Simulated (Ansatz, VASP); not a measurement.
Zn in VASP and in Ansatz

The input INCAR:

```
SYSTEM = Zn
ALGO     = Normal         ! electronic algorithm
EDIFF    = 1E-6           ! SCF threshold, eV
ENCUT    = 520            ! plane-wave cutoff, eV
GGA      = PS             ! functional
ISIF     = 2              ! what is computed and relaxed
ISMEAR   = -1             ! smearing method
LASPH    = .TRUE.         ! aspherical terms in the spheres
LCHARG   = .FALSE.        ! write CHGCAR
LREAL    = .FALSE.        ! projectors in reciprocal space
LWAVE    = .FALSE.        ! write WAVECAR
NBANDS   = 19             ! bands
NELM     = 80             ! most SCF steps
PREC     = Accurate       ! precision mode
SIGMA    = 0.03           ! smearing width, eV
```

The input KPOINTS:

```
k-points
0
G
  16 16 8
  0 0 0
```

The input POSCAR:

```
Zn
1.0
    2.6647980532      0.0000000000      0.0000000000
   -1.3323990266      2.3077828100      0.0000000000
    0.0000000000      0.0000000000      4.9467000000
Zn
2
Direct
    0.3333333333      0.6666666667      0.2500000000
    0.6666666667      0.3333333333      0.7500000000
```

Input for Ansatz:

```yaml
crystal:
  lattice:
    - [2.6647980532, 0.0, 0.0]
    - [-1.3323990266, 2.30778281, 0.0]
    - [0.0, 0.0, 4.9467]
  atoms:
    - { symbol: Zn, position: [0.3333333333, 0.6666666667, 0.25] }
    - { symbol: Zn, position: [0.6666666667, 0.3333333333, 0.75] }
kpoints:
  mp_grid: { grid: [16, 16, 8] }
  band_path:
    path:
      - [0.0, 0.0, 0.0]
      - [0.5, 0.0, 0.0]
      - [0.3333333333, 0.3333333333, 0.0]
      - [0.0, 0.0, 0.0]
      - [0.0, 0.0, 0.5]
      - [0.5, 0.0, 0.5]
      - [0.3333333333, 0.3333333333, 0.5]
      - [0.0, 0.0, 0.5]
      - [0.5, 0.0, 0.5]
    npoints: 5
scf:
  occupations: { method: fermi_dirac, width: 0.03 }
  convergence: { dr2_threshold: 1.0e-09 }
  lower_state_search: light
hamiltonian:
  xc: pbesol
  pseudopotentials: { kind: all_electron, lapw: { basis_error: 0.00025 } }
output:
  forces: true
  stress: true
  eigenvalues: true
```

Alike in both runs: task single point; functional PBEsol; k mesh 16 × 16 × 8; occupations fermi-dirac, width 0.03 eV; no spin polarisation.

```csv
,VASP,Ansatz
version,VASP 6.6.1,Ansatz 0.2.0
potentials or method,"VASP PAW PBE potentials, release 64 (Zn), cutoff 520 eV","all-electron LAPW, scalar-relativistic"
```

Ansatz gave:

| Item | Value |
| --- | --- |
| gap on the k mesh at the Fermi level (eV) | none |
| pressure (GPa) | -5.5 |
| traceless stress, the component that is largest in VASP (GPa) | 0.38 |

**Question.** Estimate VASP's values.

**Answer.** gap on the k mesh at the Fermi level (eV): none; pressure (GPa): -5.1; traceless stress, the component that is largest in VASP (GPa): 0.26.

VASP's potentials were made for PBE, not for PBEsol. A gap of «none» marks a metal or a gap that the smearing closes. Ansatz ran all-electron here, and VASP with PAW potentials.
